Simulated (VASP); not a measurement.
Runs of VASP 6.6.1 on Sb. The structure is that of space group R-3m (No. 166), or close to it. The cells are those of the table. 

| task | potentials or basis | cell | cutoff (eV) | gap on the mesh (eV) | pressure (GPa) | largest force (eV/Å) |
| --- | --- | --- | --- | --- | --- | --- |
| electric field gradients | VASP PAW LDA potentials, release 64 (Sb_d_GW) | a = 4.552 Å, angles 57.2°, 2 atoms | 400 | none | (b) | 0.11 |
| electric field gradients | VASP PAW LDA potentials, release 64 (Sb_d_GW) | a = 4.555 Å, angles 56.3°, 2 atoms | 400 | none | -2.0 | 0.06 |
| single point | VASP PAW LDA potentials, release 64 (Sb) | a = 4.527, b = 4.479, c = 4.472 Å, angles 57.2, 57.4, 57.1°, 2 atoms | 520 | none | -0.5 | 0.15 |
| single point | VASP PAW LDA potentials, release 64 (Sb) | a = 4.561, b = 4.466, c = 4.451 Å, angles 57.1, 57.5, 56.9°, 2 atoms | 520 | none | -0.5 | 0.18 |
| electric field gradients | VASP PAW LDA potentials, release 64 (Sb_d_GW) | a = 4.463 Å, angles 57.2°, 2 atoms | 400 | none | 0.1 | 0.18 |
| electric field gradients | VASP PAW LDA potentials, release 64 (Sb_d_GW) | a = 4.581 Å, angles 57.2°, 2 atoms | 400 | none | -4.0 | 0.19 |
| electric field gradients | VASP PAW LDA potentials, release 64 (Sb_d_GW) | a = 4.459, b = 4.506, c = 4.513 Å, angles 57.2, 57.0, 57.3°, 2 atoms | 400 | none | -1.1 | 0.10 |
| electric field gradients | VASP PAW LDA potentials, release 64 (Sb_d_GW) | a = 4.401 Å, angles 57.2°, 2 atoms | 400 | none | (a) | 0.42 |

Alike in all rows: level LDA; no spin polarisation; k mesh 12 × 12 × 12; smearing fermi-dirac 0.03 eV.

Estimate the missing entries.

(a) 3.0; (b) -3.1.

Caveats: spin-orbit coupling is left out, which moves the levels of the heavy elements; the cell stands under tension (at least some runs).

A k mesh can miss the band edges, and the runs leave out spin-orbit coupling on Sb.

A gap of «none» marks levels without a gap at the run's occupations.

The runs don't all hold the same shells in valence.
